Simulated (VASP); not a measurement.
Write the native input for VASP 6.6.1 that does the following.

| Item | Value |
| --- | --- |
| Task | single point |
| Functional | r2SCAN |
| Potentials or basis | VASP PAW PBE potentials, release 64 (In_d) |
| Cutoff | 520 eV |
| k mesh | 9 × 9 × 14 |
| Occupations | gaussian, width 0.1 eV |
| Spin | no spin polarisation |
| Dipole correction | no |
| Further INCAR settings | ALGO = Normal; EDIFF = 1e-07; NBANDS = 26 |

The system is In.

```xyz
3
Lattice="5.4697 0.0000 0.0000 -2.7348 4.7369 0.0000 0.0000 0.0000 3.1102" Properties=species:S:1:pos:R:3 pbc="T T T"
In    0.0000    0.0000    0.0000
In    0.0000    3.1579    1.5551
In    2.7348    1.5790    1.5551
```

This isn't the form of In at room conditions, which is tetragonal.

The input as run:

POSCAR

```
In
1.0
    5.4696842996      0.0000000000      0.0000000000
   -2.7348421498      4.7368855542      0.0000000000
    0.0000000000      0.0000000000      3.1102003681
In
3
Direct
    0.0000000000      0.0000000000      0.0000000000
    0.3333333333      0.6666666667      0.5000000000
    0.6666666667      0.3333333333      0.5000000000
```

INCAR.step1

```
SYSTEM = In
ALGO = Normal
EDIFF = 1E-4
ENCUT = 520
GGA = PE
ISMEAR = 0
LASPH = .TRUE.
LCHARG = .FALSE.
LREAL = .FALSE.
LWAVE = .TRUE.
NBANDS = 26
NELM = 100
PREC = Accurate
SIGMA = 0.1
```

INCAR.step2

```
SYSTEM = In
ALGO = Normal
EDIFF = 1E-7
ENCUT = 520
ISIF = 2
ISMEAR = 0
ISTART = 1
LASPH = .TRUE.
LCHARG = .FALSE.
LMIXTAU = .TRUE.
LREAL = .FALSE.
LWAVE = .FALSE.
METAGGA = R2SCAN
NBANDS = 26
NELM = 100
PREC = Accurate
SIGMA = 0.1
```

KPOINTS

```
k-points
0
G
  9 9 14
  0 0 0
```

Potentials or basis: VASP PAW PBE potentials, release 64 (In_d).

Launch:

```sh
$ cat potpaw_PBE.64/In_d/POTCAR > POTCAR
$ cp INCAR.step1 INCAR
$ mpirun -np 1 vasp_std > vasp.out
$ cp INCAR.step2 INCAR
$ mpirun -np 1 vasp_std > vasp.out
```

Results of the run:

```json
{"Pressure": "0.0 GPa", "Band gap on the k mesh": "zero (an odd number of electrons rules out a gap without spin polarisation)"}
```

Caveat: the PAW data sets were made with another functional, which shifts forces and pressure a little; spin-orbit coupling is left out, which moves the levels of the heavy elements.

Wall time 16 min on 1 thread of Intel(R) Xeon(R) Platinum 8259CL CPU @ 2.50GHz (Skylake/Cascade Lake) (shared host), peak memory 0.3 GiB.
